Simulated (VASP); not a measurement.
Wanted: the native input for a VASP 6.6.1 run.

- Task: relaxation of shape and atoms at fixed volume
- Functional: PBE
- Potentials or basis: VASP PAW PBE potentials, release 64 (Ti_sv, Al)
- Cutoff: 600 eV
- k mesh: 18 × 18 × 18
- Occupations: gaussian, width 0.1 eV
- Spin: no spin polarisation
- Dipole correction: no
- Further INCAR settings: ALGO = Fast; EDIFF = 1e-07; IBRION = 2; EDIFFG = -0.01; NSW = 50; ISIF = 4

The structure of TiAl3 lies in POSCAR:

```
TiAl3
1.0
   -1.9033110028      1.9033110028      4.2676270080
    1.9033110028     -1.9033110028      4.2676270080
    1.9033110028      1.9033110028     -4.2676270080
Ti Al
1 3
Direct
    0.0000000000      0.0000000000      0.0000000000
    0.5000000000      0.5000000000      0.0000000000
    0.7500000000      0.2500000000      0.5000000000
    0.2500000000      0.7500000000      0.5000000000
```

One way to write it, as run:

INCAR

```
ALGO = Fast
EDIFF = 1E-7
EDIFFG = -0.01
ENCUT = 600
GGA = PE
IBRION = 2
ISIF = 4
ISMEAR = 0
LASPH = T
LCHARG = F
LREAL = F
LWAVE = F
NELM = 60
NSW = 50
PREC = Accurate
SIGMA = 0.1
```

KPOINTS

```
k-points
0
Gamma
  18 18 18
```

Potentials or basis: VASP PAW PBE potentials, release 64 (Ti_sv, Al).

The run is started by

```console
$ cat potpaw_PBE.64/Ti_sv/POTCAR potpaw_PBE.64/Al/POTCAR > POTCAR
$ mpirun -np 1 vasp_std > vasp.out
```

Results of the run:

```yaml
Energy_gained_by_relaxing: 0.0 meV/atom
Ionic_steps: 2
Pressure_after_relaxing: 3.4 GPa
Band_gap_on_the_k_mesh: zero (an odd number of electrons rules out a gap without spin polarisation)
```

It took 45 min on 1 thread of AMD EPYC 9R14 (Zen 4), with other jobs on the host, peak memory 0.66 GiB.
